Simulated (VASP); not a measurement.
Hf, 2 atoms in the cell. The structure is hexagonal, space group P6_3/mmc (No. 194). The conventional cell has a = 3.081 Å, b = 3.081 Å, c = 4.397 Å, α = 90.00°, β = 90.00°, γ = 120.00°. Hf (site symmetry -6m2) has 12 Hf at 2.83 to 3.08 Å within 3.7 Å. 

* Program: VASP 6.6.1
* Task: single point
* Functional: PBEsol
* Potentials or basis: VASP PAW PBE potentials, release 64 (Hf_pv)
* Cutoff: 520 eV
* k mesh: 18 × 18 × 10
* Occupations: gaussian, width 0.15 eV
* Spin: no spin polarisation
* Dipole correction: no
* Further INCAR settings: ALGO = Fast; EDIFF = 1e-07; NBANDS = 17

Potentials or basis: VASP PAW PBE potentials, release 64 (Hf_pv).

The run is started by

```bash
$ cat potpaw_PBE.64/Hf_pv/POTCAR > POTCAR
$ mpirun -np 1 vasp_std > vasp.out
```

Hardware: 1 thread of Intel(R) Xeon(R) Platinum 8488C (Sapphire Rapids) (shared host).

**Question.** Estimate the wall time of this run.

**Answer.** It took 96 s on 1 thread of Intel(R) Xeon(R) Platinum 8488C (Sapphire Rapids) (shared host), peak memory 0.23 GiB. Counts: scf iterations 15, k points 222.
